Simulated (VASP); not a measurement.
# HfBi3O: relaxation of cell and atoms with PBE

HfBi3O:

```
CELL_PARAMETERS angstrom
6.62134 0.00000 0.00000
-3.31067 5.73425 0.00000
0.00000 0.00000 3.86958
ATOMIC_POSITIONS crystal
Hf 0.00000 0.00000 0.00000
Bi 0.50000 0.00000 0.00000
Bi 0.00000 0.50000 0.00000
Bi 0.50000 0.50000 0.00000
O 0.00000 0.00000 0.50000
```

The cell was generated, and may not be a known phase.

```json
{"Program": "VASP 6.6.1", "Task": "relaxation of cell and atoms", "Functional": "PBE", "Potentials or basis": "VASP PAW PBE potentials, release 64 (Hf_pv, Bi_d, O)", "Cutoff": "600 eV", "k mesh": "6 × 6 × 10", "Occupations": "gaussian, width 0.1 eV", "Spin": "no spin polarisation", "Dipole correction": "no", "Further INCAR settings": "ALGO = Normal; EDIFF = 1e-07; IBRION = 2; EDIFFG = -0.01; NSW = 100; ISIF = 3"}
```

```yaml
Relaxed_volume: 29.24 Å³/atom
Relaxed_cell: a = 6.622 Å, b = 6.622 Å, c = 3.850 Å, α = 90.00°, β = 90.00°, γ = 120.00°
Space_group_after_relaxing_to_0.1_Å: P6/mmm (No. 191)
Energy_gained_by_relaxing: 0.5 meV/atom
Ionic_steps: 5
Pressure_after_relaxing: 0.0 GPa
Band_gap_on_the_k_mesh: zero (an odd number of electrons rules out a gap without spin polarisation)
```

The path:
```tsv
step	energy change (eV)	largest force (eV/Å)	pressure (GPa)	volume (Å³)
1	0.0000	0.0000	-0.48	146.92
2	0.0014	0.0000	0.72	145.04
3	-0.0026	0.0000	0.04	146.08
4	-0.0026	0.0000	0.05	146.06
5	-0.0027	0.0000	0.02	146.20
```

Final structure:
```xyz
5
Lattice="6.6215 0.0000 0.0000 -3.3108 5.7344 0.0000 0.0000 0.0000 3.8503" Properties=species:S:1:pos:R:3 pbc="T T T"
Hf    6.6215    0.0000    3.8503
Bi    3.3108    0.0000    3.8503
Bi    4.9662    2.8672    3.8503
Bi    1.6554    2.8672    0.0000
O     6.6215    0.0000    1.9251
```

Levels at points of the mesh, in eV from the Fermi level:
```
           k point  band 27  band 28  band 29  band 30  band 31  band 32  band 33  band 34  band 35  band 36
(0.00, 0.00, 0.00)    -2.20    -2.20     0.07     0.61     1.31     1.31     1.80     1.80     2.69     3.03
(0.50, 0.00, 0.00)    -1.95    -1.67    -0.77    -0.49     0.57     1.12     1.50     1.97     2.82     2.94
(0.00, 0.00, 0.50)    -3.66    -2.58    -2.58    -1.06    -1.06     0.59     1.55     1.55     3.31     3.35
(0.50, 0.00, 0.50)    -2.52    -2.29    -1.41    -0.99    -0.92    -0.58     0.27     1.40     3.47     3.60
```

Wall time 17 min on 1 thread of Intel(R) Xeon(R) Platinum 8259CL CPU @ 2.50GHz (Skylake/Cascade Lake), with other jobs on the host, peak memory 0.47 GiB.

Caveat: spin-orbit coupling is left out, which moves the levels of the heavy elements; an odd number of electrons without spin polarisation forces a metal; a magnetic or distorted state may lie lower.
